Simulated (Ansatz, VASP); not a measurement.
## KMgF3 in VASP and in Ansatz

Contents of INCAR:

```
  PREC = Accurate
  ENCUT = 520
  EDIFF = 1E-6
  ISMEAR = 0
  SIGMA = 0.05
  LREAL = F
  LASPH = T
  NELM = 60
  ALGO = Normal
  ISIF = 2
  LWAVE = F
  LCHARG = F
  GGA = PS
  NBANDS = 24
```

The input KPOINTS:

```
Automatic mesh
0
Gamma
  6 6 6
```

File POSCAR:

```
KMgF3
1.0
    4.1054770000      0.0000000000      0.0000000000
    0.0000000000      4.1054770000      0.0000000000
    0.0000000000      0.0000000000      3.9261115000
K Mg F
1 1 3
Direct
    0.5000000000      0.5000000000      0.5000000000
    0.0000000000      0.0000000000      0.0000000000
    0.5000000000      0.0000000000      0.0000000000
    0.0000000000      0.5000000000      0.0000000000
    0.0000000000      0.0000000000      0.5000000000
```

Input for Ansatz:

```yaml
crystal:
  lattice:
    - [4.105477, 0.0, 0.0]
    - [0.0, 4.105477, 0.0]
    - [0.0, 0.0, 3.9261115]
  atoms:
    - { symbol: K, position: [0.5, 0.5, 0.5] }
    - { symbol: Mg, position: [0.0, 0.0, 0.0] }
    - { symbol: F, position: [0.5, 0.0, 0.0] }
    - { symbol: F, position: [0.0, 0.5, 0.0] }
    - { symbol: F, position: [0.0, 0.0, 0.5] }
basis:
  ecutwfc: 420
kpoints:
  mp_grid: { grid: [6, 6, 6] }
hamiltonian:
  xc: pbesol
scf:
  occupations: { method: gaussian, width: 0.05 }
output:
  forces: true
  stress: true
  eigenvalues: true
```

Change from the starting cell: strain +0.030 along x and y, -0.015 along z, atoms carried along.

Alike in both runs: task single point; functional PBEsol; k mesh 6 × 6 × 6; occupations gaussian, width 0.05 eV; no spin polarisation.

```csv
,VASP,Ansatz
version,VASP 6.6.1,Ansatz 0.2.0
potentials or method,"VASP PAW PBE potentials, release 64 (K_sv, Mg, F), cutoff 520 eV","scalar-relativistic, plane waves, PAW"
valence electrons in the cell,32,40
```

```csv
,VASP,Ansatz,Ansatz less VASP
gap on the k mesh at the Fermi level (eV),6.80,6.82,+0.024
least direct gap on the mesh (eV),7.12,7.14,+0.022
pressure (GPa),-2.8,-2.4,+0.39
"traceless stress, the component that is largest in VASP (GPa)",2.63,2.64,+0.007
```

VASP's potentials were made for PBE, not for PBEsol. VASP's potentials hold 32 valence electrons a cell and Ansatz's 40, so a difference there can come from the potentials and not from the codes.
